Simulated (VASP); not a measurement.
# W (Pm-3n) in VASP: single point with r2SCAN

Aim: the single point of W with r2SCAN.

Everything below comes from runs of VASP 6.6.1. Logs are shortened: lines on timing, memory, paths and dates and some standing lists are left out, and cuts for length are marked.

**1. The cell of the first run**

The structure is cubic, space group Pm-3n (No. 223). Conventional cell: a = 5.083 Å, b = 5.083 Å, c = 5.083 Å, α = 90.00°, β = 90.00°, γ = 90.00°. Within 3.7 Å of W (site symmetry m-3) lie 12 W at 2.84 Å. Within 3.4 Å of W (site symmetry -4m2) lie 14 W at 2.54 to 3.11 Å.

**2. Single point, r2SCAN**

POSCAR reads:

```
W
1.0
    5.0830000000      0.0000000000      0.0000000000
    0.0000000000      5.0830000000      0.0000000000
    0.0000000000      0.0000000000      5.0830000000
W
8
Direct
    0.0000000000      0.0000000000      0.0000000000
    0.5000000000      0.5000000000      0.5000000000
    0.0000000000      0.5000000000      0.2500000000
    0.0000000000      0.5000000000      0.7500000000
    0.2500000000      0.0000000000      0.5000000000
    0.7500000000      0.0000000000      0.5000000000
    0.5000000000      0.7500000000      0.0000000000
    0.5000000000      0.2500000000      0.0000000000
```

INCAR.step1 reads:

```
PREC = Accurate
ENCUT = 520
ISMEAR = 1
SIGMA = 0.15
LREAL = False
LASPH = True
NELM = 100
NBANDS = 66
GGA = PE
ALGO = Normal
EDIFF = 1E-4
LWAVE = True
LCHARG = False
```

INCAR.step2 reads:

```
PREC = Accurate
ENCUT = 520
EDIFF = 1E-6
ISMEAR = 1
SIGMA = 0.15
LREAL = False
LASPH = True
NELM = 100
ALGO = Normal
ISIF = 2
LWAVE = False
LCHARG = False
METAGGA = R2SCAN
LMIXTAU = True
NBANDS = 66
ISTART = 1
```

KPOINTS reads:

```
Automatic mesh
0
Gamma
  5 5 5
```

Potentials or basis: VASP PAW PBE potentials, release 64 (W_sv).

The run is started by

```
$ cat potpaw_PBE.64/W_sv/POTCAR > POTCAR
$ cp INCAR.step1 INCAR
$ mpirun -np 1 vasp_std > vasp.out
$ cp INCAR.step2 INCAR
$ mpirun -np 1 vasp_std > vasp.out
```

OUTCAR:

```text
PREC = Accurate
   ENCUT = 520
   EDIFF = 1E-6
   ISMEAR = 1
   LREAL = False
   LASPH = True
   NELM = 100
   ISIF = 2
   METAGGA = R2SCAN
   ISTART = 1

 ion  position               nearest neighbor table
   1  0.000  0.000  0.000-   3 2.84   4 2.84   5 2.84   6 2.84   7 2.84   8 2.84   5 2.84   6 2.84
                             3 2.84   4 2.84   7 2.84   8 2.84
   2  0.500  0.500  0.500-   3 2.84   4 2.84   5 2.84   6 2.84   7 2.84   8 2.84   7 2.84   8 2.84
                             5 2.84   6 2.84   3 2.84   4 2.84
   3  0.000  0.500  0.250-   4 2.54   4 2.54   1 2.84   2 2.84   1 2.84   2 2.84   8 3.11   5 3.11
                             6 3.11   5 3.11   6 3.11   7 3.11   7 3.11   8 3.11
   4  0.000  0.500  0.750-   3 2.54   3 2.54   1 2.84   2 2.84   1 2.84   2 2.84   8 3.11   5 3.11
                             6 3.11   5 3.11   6 3.11   7 3.11   7 3.11   8 3.11
   5  0.250  0.000  0.500-   6 2.54   6 2.54   1 2.84   1 2.84   2 2.84   2 2.84   8 3.11   4 3.11
                             7 3.11   8 3.11   3 3.11   3 3.11   4 3.11   7 3.11
   6  0.750  0.000  0.500-   5 2.54   5 2.54   1 2.84   1 2.84   2 2.84   2 2.84   8 3.11   4 3.11
                             7 3.11   8 3.11   3 3.11   3 3.11   4 3.11   7 3.11
   7  0.500  0.750  0.000-   8 2.54   8 2.54   1 2.84   2 2.84   2 2.84   1 2.84   3 3.11   4 3.11
                             5 3.11   6 3.11   5 3.11   6 3.11   3 3.11   4 3.11
   8  0.500  0.250  0.000-   7 2.54   7 2.54   1 2.84   2 2.84   2 2.84   1 2.84   3 3.11   4 3.11
                             5 3.11   6 3.11   5 3.11   6 3.11   3 3.11   4 3.11

  LATTYP: Found a simple cubic cell.
 ALAT       =     5.0830000000

  Lattice vectors:

 A1 = (   5.0830000000,   0.0000000000,   0.0000000000)
 A2 = (   0.0000000000,   5.0830000000,   0.0000000000)
 A3 = (   0.0000000000,   0.0000000000,   5.0830000000)

Analysis of symmetry for initial positions (statically):
=====================================================================
 Subroutine PRICEL returns:
 Original cell was already a primitive cell.

 Routine SETGRP: Setting up the symmetry group for a
 simple cubic supercell.

 Subroutine GETGRP returns: Found 48 space group operations
 (whereof 24 operations were pure point group operations)
 out of a pool of 48 trial point group operations.

The static configuration has the point symmetry T_h .
 The point group associated with its full space group is O_h .

Analysis of symmetry for dynamics (positions and initial velocities):
=====================================================================
 Subroutine PRICEL returns:
 Original cell was already a primitive cell.

 Routine SETGRP: Setting up the symmetry group for a
 simple cubic supercell.

 Subroutine GETGRP returns: Found 48 space group operations
 (whereof 24 operations were pure point group operations)
 out of a pool of 48 trial point group operations.

The dynamic configuration has the point symmetry T_h .
 The point group associated with its full space group is O_h .

 Subroutine INISYM returns: Found 48 space group operations
 (whereof 24 operations are pure point group operations),
 and found     1 'primitive' translations

----------------------------------------------------------------------------------------

                                     Primitive cell

  volume of cell :     131.3289

  direct lattice vectors                    reciprocal lattice vectors
     5.083000000  0.000000000  0.000000000     0.196734212  0.000000000  0.000000000
     0.000000000  5.083000000  0.000000000     0.000000000  0.196734212  0.000000000
     0.000000000  0.000000000  5.083000000     0.000000000  0.000000000  0.196734212

  length of vectors
     5.083000000  5.083000000  5.083000000     0.196734212  0.196734212  0.196734212

  position of ions in fractional coordinates (direct lattice)
     0.000000000  0.000000000  0.000000000
     0.500000000  0.500000000  0.500000000
     0.000000000  0.500000000  0.250000000
     0.000000000  0.500000000  0.750000000
     0.250000000  0.000000000  0.500000000
     0.750000000  0.000000000  0.500000000
     0.500000000  0.750000000  0.000000000
     0.500000000  0.250000000  0.000000000

  ion indices of the primitive-cell ions
   primitive index   ion index
                 1           1
                 2           2
                 3           3
                 4           4
                 5           5
                 6           6
                 7           7
                 8           8

----------------------------------------------------------------------------------------

 KPOINTS: Automatic mesh

Automatic generation of k-mesh.
 Grid dimensions read from file:
 generate k-points for:    5    5    5

 Generating k-lattice:

  Cartesian coordinates                     Fractional coordinates (reciprocal lattice)
     0.039346842  0.000000000  0.000000000     0.200000000  0.000000000  0.000000000
     0.000000000  0.039346842  0.000000000     0.000000000  0.200000000  0.000000000
     0.000000000  0.000000000  0.039346842     0.000000000  0.000000000  0.200000000

  Length of vectors
     0.039346842  0.039346842  0.039346842

  Shift w.r.t. Gamma in fractional coordinates (k-lattice)
     0.000000000  0.000000000  0.000000000

 Subroutine IBZKPT returns following result:
 ===========================================

 Found     10 irreducible k-points:

 Following reciprocal coordinates:
            Coordinates               Weight
  0.000000  0.000000  0.000000      1.000000
  0.200000  0.000000  0.000000      6.000000
  0.400000  0.000000  0.000000      6.000000
  0.200000  0.200000  0.000000     12.000000
  0.400000  0.200000  0.000000     24.000000
  0.400000  0.400000  0.000000     12.000000
  0.200000  0.200000  0.200000      8.000000
  0.400000  0.200000  0.200000     24.000000
  0.400000  0.400000  0.200000     24.000000
  0.400000  0.400000  0.400000      8.000000
   k-points           NKPTS =     10   k-points in BZ     NKDIM =     10   number of bands    NBANDS=     66
   number of dos      NEDOS =    301   number of ions     NIONS =      8
   total plane-waves  NPLWV =  64000
   dimension x,y,z NGX =    40 NGY =   40 NGZ =   40
   dimension x,y,z NGXF=    80 NGYF=   80 NGZF=   80
   ions per type =               8
   NGX,Y,Z   is equivalent  to a cutoff of  13.08, 13.08, 13.08 a.u.
   NGXF,Y,Z  is equivalent  to a cutoff of  26.17, 26.17, 26.17 a.u.
 SYSTEM =  unknown system
   PREC   = accura    normal or accurate (medium, high low for compatibility)
   ISTART =      1    job   : 0-new  1-cont  2-samecut
   ICHARG =      0    charge: 1-file 2-atom 10-const
   ISPIN  =      1    spin polarized calculation?
   LNONCOLLINEAR =      F non collinear calculations
   LSORBIT =      F    spin-orbit coupling
   LASPH  =      T    aspherical Exc in radial PAW
   ENCUT  =  520.0 eV  38.22 Ry    6.18 a.u.   9.45  9.45  9.45*2*pi/ulx,y,z
   NELM   =    100;   NELMIN=  2; NELMDL=  0     # of ELM steps
   EDIFF  = 0.1E-05   stopping-criterion for ELM
   LREAL  =      F    real-space projection
   EDIFFG = 0.1E-04   stopping-criterion for IOM
   NSW    =      0    number of steps for IOM
   IBRION =     -1    ionic relax: 0-MD 1-quasi-New 2-CG
   NFREE  =      0    steps in history (QN), initial steepest desc. (CG)
   ISIF   =      2    stress and relaxation
   ISYM   =      2    0-nonsym 1-usesym 2-fastsym
   POTIM  = 0.5000    time-step for ionic-motion
   TEBEG  =    0.0;   TEEND  =   0.0 temperature during run
   PSTRESS=    0.0 pullay stress
   NELECT =     112.0000    total number of electrons
   NUPDOWN=      -1.0000    fix difference up-down
   EMIN   =  10.00;   EMAX   =-10.00  energy-range for DOS
   EFERMI =   0.00;   METHOD = LEGACY
   ISMEAR =     1;   SIGMA  =   0.15  broadening in eV -4-tet -1-fermi 0-gaus
   EFERMI_NEDOS =   21; number of points for ismear=-14 and -15
   IALGO  =     38    algorithm
   IMIX   =      4    mixing-type and parameters
     AMIX     =   0.40;   BMIX     =  1.00
     AMIX_MAG =   1.60;   BMIX_MAG =  1.00
  volume/ion in A,a.u.               =      16.42       110.78
  Fermi-wavevector in a.u.,A,eV,Ry     =   1.552485  2.933771 32.792891  2.410209
  Thomas-Fermi vector in A             =   2.656853
   LORBIT       =      0    0 simple, 1 ext, 2 COOP (PROOUT), +10 PAW based schemes
   METAGGA = R2SCAN    functional components
   LHFCALC =     F    Hartree Fock is set to
   AEXX    =    0.0000 exact exchange contribution
   IVDW    =     0    specifies the selected vdW correction
   LEPSILON=     F    determine dielectric tensor
   LRPA    =     F    only Hartree local field effects (RPA)
 non-spin polarized calculation
 Methfessel and Paxton  Order N= 1 SIGMA  =   0.15
  energy-cutoff  :      520.00
  volume of cell :      131.33
 maximum number of plane-waves:      3575
 NGX is ok and might be reduce to    40
   NGX = 19   NGY = 19   NGZ = 19

 number of electron     111.9999988 magnetization

 Free energy of the ion-electron system (eV)
  ---------------------------------------------------
  ext. energy  EPLUGINS =         0.00000000
  ---------------------------------------------------
  free energy    TOTEN  =      -409.91031116 eV

  energy without entropy =     -409.91099844  energy(sigma->0) =     -409.91054026

 E-fermi :  10.5344     XC(G=0): -14.7144

 val. band max:       10.3509703104   @ k =   0.4000   0.4000   0.0000
 cond. band min:      10.5478991368   @ k =   0.4000   0.0000   0.0000
 fundamental gap:      0.1969288263
 Fermi energy:        10.5344128948

 k-point     1 :       0.0000    0.0000    0.0000
  band No.  band energies     occupation
      1     -65.4011      2.00000
      2     -65.3504      2.00000
      3     -65.3504      2.00000
      4     -65.2022      2.00000
      5     -65.2022      2.00000
      6     -65.2022      2.00000
[... 58 lines left out ...]
     65      12.4271     -0.00000
     66      13.7691      0.00000

 k-point     2 :       0.2000    0.0000    0.0000
  band No.  band energies     occupation
      1     -65.3925      2.00000
      2     -65.3531      2.00000
      3     -65.3395      2.00000
      4     -65.2182      2.00000
      5     -65.2022      2.00000
      6     -65.2022      2.00000
[... 610 lines left out ...]
     65      13.3197     -0.00000
     66      13.3239     -0.00000

------------------------ aborting loop because EDIFF is reached ----------------------------------------

  FORCE on cell =-STRESS in cart. coord.  units (eV):
  Direction    XX          YY          ZZ          XY          YZ          ZX
  --------------------------------------------------------------------------------------
  -------------------------------------------------------------------------------------
  Total       -3.6882120     -3.6882120     -3.6882120      0.0000000      0.0000000     -0.0000000
  in kB      -44.9951939    -44.9951939    -44.9951939      0.0000000      0.0000000     -0.0000000
  external PRESSURE =     -44.9951939 kB  Pullay stress =       0.0000000 kB

 VOLUME and BASIS-vectors are now :
 -----------------------------------------------------------------------------
  energy-cutoff  :      520.00
  volume of cell :      131.33
      direct lattice vectors                 reciprocal lattice vectors
     5.083000000  0.000000000  0.000000000     0.196734212  0.000000000  0.000000000
     0.000000000  5.083000000  0.000000000     0.000000000  0.196734212  0.000000000
     0.000000000  0.000000000  5.083000000     0.000000000  0.000000000  0.196734212

 POSITION                                       TOTAL-FORCE (eV/Angst)
 -----------------------------------------------------------------------------------
      0.00000      0.00000      0.00000         0.000000      0.000000     -0.000000
      2.54150      2.54150      2.54150         0.000000      0.000000     -0.000000
      0.00000      2.54150      1.27075        -0.000000     -0.000000     -0.000000
      0.00000      2.54150      3.81225         0.000000     -0.000000      0.000000
      1.27075      0.00000      2.54150         0.000000     -0.000000      0.000000
      3.81225      0.00000      2.54150        -0.000000      0.000000      0.000000
      2.54150      3.81225      0.00000         0.000000      0.000000      0.000000
      2.54150      1.27075      0.00000        -0.000000     -0.000000     -0.000000
 -----------------------------------------------------------------------------------
    total drift:                               -0.000000     -0.000000      0.000000

  FREE ENERGIE OF THE ION-ELECTRON SYSTEM (eV)
  ---------------------------------------------------
  free  energy   TOTEN  =      -409.9103111632 eV

  energy  without entropy=     -409.9109984449  energy(sigma->0) =     -409.91054026
```

Run time: 3 min. Hardware: 1 thread of Intel Xeon 6975P-C (Granite Rapids), shared host; peak memory 0.27 GiB.

Results:

| Item | Value |
| --- | --- |
| Free energy | -409.9103 eV |
| Pressure | -4.5 GPa |
| Band gap on the k mesh | zero (band 56 reaches 10.59 eV, above the bottom of band 57 at 10.16 eV) |

Caveat: the PAW data sets were made with another functional, which shifts forces and pressure a little; spin-orbit coupling is left out, which moves the levels of the heavy elements.
